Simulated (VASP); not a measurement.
Input of a VASP 6.6.1 run:

The input INCAR:

```
ALGO = Normal ; EDIFF = 1E-6
ENCUT = 520 ; GGA = PS
ISIF = 2 ; ISMEAR = -1
LASPH = True ; LCHARG = True
LELF = True ; LREAL = False
LVHAR = True ; LWAVE = False
NBANDS = 11 ; NELM = 80
PREC = Accurate ; SIGMA = 0.05
```

File KPOINTS:

```
k-points
0
Gamma
  12 12 3
```

Contents of POSCAR:

```
C
1.0
    2.4884918972      0.0000000000      0.0000000000
   -1.2442459486      2.1550972001      0.0000000000
    0.0000000000      0.0000000000      8.6359715305
C
2
Direct
    0.6666666667      0.3333333333      0.0000000000
    0.3333333333      0.6666666667      0.0000000000
```

Potentials or basis: VASP PAW PBE potentials, release 64 (C).

Run with:

```bash
$ cat potpaw_PBE.64/C/POTCAR > POTCAR
$ mpirun -np 1 vasp_std > vasp.out
```

Task: Predict the band gap on the k mesh.

Result: Zero (filled and empty bands touch).
